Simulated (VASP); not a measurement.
# RbAsS3 (Pm-3m) in VASP: a series of runs, part 2 of 2

VASP 6.6.1. Earlier steps stand in the parts before.

## (3) Relaxation of cell and atoms, PBEsol

This run uses another cell than the first one, of 32.77 Å³/atom, 1.454 times its volume.

File INCAR:

```
SYSTEM = RbAsS3
PREC     = Accurate       ! precision mode
ENCUT    = 600            ! plane-wave cutoff, eV
EDIFF    = 1E-6           ! SCF threshold, eV
ISMEAR   = -1             ! smearing method
SIGMA    = 0.03           ! smearing width, eV
LREAL    = .False.        ! projectors in reciprocal space
LASPH    = .True.         ! aspherical terms in the spheres
NELM     = 100            ! most SCF steps
ALGO     = Normal         ! electronic algorithm
ISIF     = 3              ! what is computed and relaxed
LWAVE    = .False.        ! write WAVECAR
LCHARG   = .False.        ! write CHGCAR
GGA      = PS             ! functional
IBRION   = 2              ! ionic algorithm
NSW      = 100            ! ionic steps
EDIFFG   = -0.01          ! ionic threshold
```

File KPOINTS:

```
Automatic mesh
0
Gamma
  4 4 4
  0 0 0
```

File POSCAR:

```
RbAsS3
1.0
    5.4718169000      0.0000000000      0.0000000000
    0.0000000000      5.4718169000      0.0000000000
    0.0000000000      0.0000000000      5.4718169000
Rb As S
1 1 3
Direct
    0.0000000000      0.0000000000      0.0000000000
    0.5000000000      0.5000000000      0.5000000000
    0.0000000000      0.5000000000      0.5000000000
    0.5000000000      0.0000000000      0.5000000000
    0.5000000000      0.5000000000      0.0000000000
```

Potentials or basis: VASP PAW PBE potentials, release 64 (Rb_sv, As, S).

Command:

```console
cat potpaw_PBE.64/Rb_sv/POTCAR potpaw_PBE.64/As/POTCAR potpaw_PBE.64/S/POTCAR > POTCAR
mpirun -np 1 vasp_std > vasp.out
```

OUTCAR:

```text
SYSTEM = RbAsS3
   PREC = Accurate
   ENCUT = 600
   EDIFF = 1E-6
   ISMEAR = -1
   LREAL = .False.
   LASPH = .True.
   NELM = 100
   ISIF = 3
   GGA = PS
   IBRION = 2
   NSW = 100
   EDIFFG = -0.01

 ion  position               nearest neighbor table
   1  0.000  0.000  0.000-   3 3.87   4 3.87   5 3.87   3 3.87   4 3.87   3 3.87   5 3.87   3 3.87
                             4 3.87   5 3.87   4 3.87   5 3.87
   2  0.500  0.500  0.500-   3 2.74   4 2.74   5 2.74   5 2.74   4 2.74   3 2.74
   3  0.000  0.500  0.500-   2 2.74   2 2.74   1 3.87   1 3.87   1 3.87   1 3.87
   4  0.500  0.000  0.500-   2 2.74   2 2.74   1 3.87   1 3.87   1 3.87   1 3.87
   5  0.500  0.500  0.000-   2 2.74   2 2.74   1 3.87   1 3.87   1 3.87   1 3.87

  LATTYP: Found a simple cubic cell.
 ALAT       =     5.4718169000

  Lattice vectors:

 A1 = (   5.4718169000,   0.0000000000,   0.0000000000)
 A2 = (   0.0000000000,   5.4718169000,   0.0000000000)
 A3 = (   0.0000000000,   0.0000000000,   5.4718169000)

Analysis of symmetry for initial positions (statically):
=====================================================================
 Subroutine PRICEL returns:
 Original cell was already a primitive cell.

 Routine SETGRP: Setting up the symmetry group for a
 simple cubic supercell.

 Subroutine GETGRP returns: Found 48 space group operations
 (whereof 48 operations were pure point group operations)
 out of a pool of 48 trial point group operations.

The static configuration has the point symmetry O_h .

Analysis of symmetry for dynamics (positions and initial velocities):
=====================================================================
 Subroutine PRICEL returns:
 Original cell was already a primitive cell.

 Routine SETGRP: Setting up the symmetry group for a
 simple cubic supercell.

 Subroutine GETGRP returns: Found 48 space group operations
 (whereof 48 operations were pure point group operations)
 out of a pool of 48 trial point group operations.

The dynamic configuration has the point symmetry O_h .

 Subroutine INISYM returns: Found 48 space group operations
[... 113 lines left out ...]
   GGA     = PS    functional components
   LHFCALC =     F    Hartree Fock is set to
   AEXX    =    0.0000 exact exchange contribution
   IVDW    =     0    specifies the selected vdW correction
   LEPSILON=     F    determine dielectric tensor
   LRPA    =     F    only Hartree local field effects (RPA)
 conjugate gradient relaxation of ions
 non-spin polarized calculation
  energy-cutoff  :      600.00
  volume of cell :      163.83
 maximum number of plane-waves:      5520
 NGX is ok and might be reduce to    48
   NGX = 21   NGY = 21   NGZ = 21

--------------------------------------- Ionic step        1  -------------------------------------------

 number of electron      31.9999999 magnetization

 Free energy of the ion-electron system (eV)
  ---------------------------------------------------
  ext. energy  EPLUGINS =         0.00000000
  ---------------------------------------------------
  free energy    TOTEN  =       -18.24283274 eV

  energy without entropy =      -18.20398129  energy(sigma->0) =      -18.22340701

------------------------ aborting loop because EDIFF is reached ----------------------------------------

  FORCE on cell =-STRESS in cart. coord.  units (eV):
  Direction    XX          YY          ZZ          XY          YZ          ZX
  --------------------------------------------------------------------------------------
  -------------------------------------------------------------------------------------
  Total       -8.0841667     -8.0841667     -8.0841667      0.0000000     -0.0000000      0.0000000
  in kB      -79.0589741    -79.0589741    -79.0589741      0.0000000     -0.0000000      0.0000000
  external PRESSURE =     -79.0589741 kB  Pullay stress =       0.0000000 kB
[... 65 lines left out ...]
--------------------------------------- Ionic step        3  -------------------------------------------

 number of electron      31.9999996 magnetization

 E-fermi :   2.7944     XC(G=0):  -9.5846

 val. band max:        2.7937073830   @ k =   0.5000   0.0000   0.0000
 cond. band min:       2.9134882643   @ k =   0.5000   0.2500   0.2500
 fundamental gap:      0.1197808814
 Fermi energy:         2.7943778883

 k-point     1 :       0.0000    0.0000    0.0000
  band No.  band energies     occupation
      1     -22.0593      2.00000
      2     -12.0483      2.00000
      3      -8.2444      2.00000
      4      -8.2444      2.00000
      5      -6.3033      2.00000
      6      -6.3033      2.00000
[... 296 lines left out ...]
--------------------------------------- Ionic step        5  -------------------------------------------

 number of electron      31.9999996 magnetization

 Free energy of the ion-electron system (eV)
  ---------------------------------------------------
  ext. energy  EPLUGINS =         0.00000000
  ---------------------------------------------------
  free energy    TOTEN  =       -19.96624078 eV

  energy without entropy =      -19.94965212  energy(sigma->0) =      -19.95794645

 E-fermi :   2.8307     XC(G=0):  -9.6027

 val. band max:        2.7960921272   @ k =   0.2500   0.2500   0.0000
 cond. band min:       2.8356908602   @ k =   0.5000   0.0000   0.0000
 fundamental gap:      0.0395987330
 Fermi energy:         2.8307119203

 k-point     1 :       0.0000    0.0000    0.0000
  band No.  band energies     occupation
      1     -22.0209      2.00000
      2     -12.0435      2.00000
      3      -8.2152      2.00000
      4      -8.2152      2.00000
      5      -6.2682      2.00000
      6      -6.2682      2.00000
[... 251 lines left out ...]
  FREE ENERGIE OF THE ION-ELECTRON SYSTEM (eV)
  ---------------------------------------------------
  free  energy   TOTEN  =       -19.9662407849 eV

  energy  without entropy=      -19.9496521221  energy(sigma->0) =      -19.95794645

 reached required accuracy - stopping structural energy minimisation
```

Run time: 2.8 min. Hardware: 1 thread of Intel Xeon 6975P-C (Granite Rapids), shared host; peak memory 0.36 GiB.

Results:

```
Free energy                            : -19.9662 eV
Relaxed volume                         : 22.58 Å³/atom
Relaxed cell                           : a = 4.833 Å, b = 4.833 Å, c = 4.833 Å, α = 90.00°, β = 90.00°, γ = 90.00°
Space group after relaxing (to 0.05 Å) : Pm-3m (No. 221)
Energy gained by relaxing              : 344.7 meV/atom
Ionic steps                            : 5
Pressure after relaxing                : 0.0 GPa
Band gap on the k mesh                 : zero (band 16 reaches 3.50 eV, above the bottom of band 17 at 2.32 eV)
```

Step by step:
| step | energy change (eV) | largest force (eV/Å) | pressure (GPa) | volume (Å³) |
| --- | --- | --- | --- | --- |
| 1 | 0.0000 | 0.0000 | -7.91 | 163.83 |
| 2 | -1.4643 | 0.0000 | -4.61 | 128.41 |
| 3 | -1.7230 | 0.0000 | -0.23 | 113.37 |
| 4 | -1.7232 | 0.0000 | 0.17 | 112.48 |
| 5 | -1.7234 | 0.0000 | -0.03 | 112.91 |

Final structure:
```
CELL_PARAMETERS angstrom
4.83337 0.00000 0.00000
0.00000 4.83337 0.00000
0.00000 0.00000 4.83337
ATOMIC_POSITIONS crystal
Rb 0.00000 0.00000 0.00000
As 0.50000 0.50000 0.50000
S 0.00000 0.50000 0.50000
S 0.50000 0.00000 0.50000
S 0.50000 0.50000 0.00000
```

Caveat: the volume moved by over 15 % at a fixed basis, so the end points are rough; the PAW data sets were made with another functional, which shifts forces and pressure a little.
